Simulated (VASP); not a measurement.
KCdF3, 5 atoms in the cell. Symmetry: P4mm, No. 99, tetragonal system. The conventional cell has a = 4.382 Å, b = 4.382 Å, c = 4.382 Å, α = 90.00°, β = 90.00°, γ = 90.00°. Within 4.1 Å of K (site symmetry 4mm) lie 12 F at 3.10 Å and 8 Cd at 3.78 to 3.81 Å. Within 2.9 Å of Cd (site symmetry 4mm) lie 6 F at 2.17 to 2.22 Å. Within 2.9 Å of F (site symmetry 4mm) lie 2 Cd at 2.17 to 2.22 Å. F (site symmetry 2mm) has 2 Cd at 2.19 Å within 2.9 Å.  This cell differs from its parent crystal: all Cd atoms moved +0.025 Å, as atom 2 towards its neighbour atom 3 (F) at 2.191 Å.

```yaml
Program: VASP 6.6.1
Task: single point
Functional: PBEsol
Potentials_or_basis: VASP PAW PBE potentials, release 64 (K_sv, Cd, F)
Cutoff: 520 eV
k_mesh: 6 × 6 × 6
Occupations: gaussian, width 0.05 eV
Spin: no spin polarisation
Dipole_correction: no
Further_INCAR_settings: ALGO = Normal; EDIFF = 1e-06; NBANDS = 29
```

Potentials or basis: VASP PAW PBE potentials, release 64 (K_sv, Cd, F).

Command:

```console
$ cat potpaw_PBE.64/K_sv/POTCAR potpaw_PBE.64/Cd/POTCAR potpaw_PBE.64/F/POTCAR > POTCAR
$ mpirun -np 1 vasp_std > vasp.out
```

Hardware: 1 thread of Intel(R) Xeon(R) Platinum 8559C (Emerald Rapids), with other jobs on the host.

**Question.** How long does it take, and how much memory?

**Answer.** Run time: 46 s on 1 thread of Intel(R) Xeon(R) Platinum 8559C (Emerald Rapids) (shared host), peak memory 0.26 GiB. Counts: scf iterations 14, k points 40.
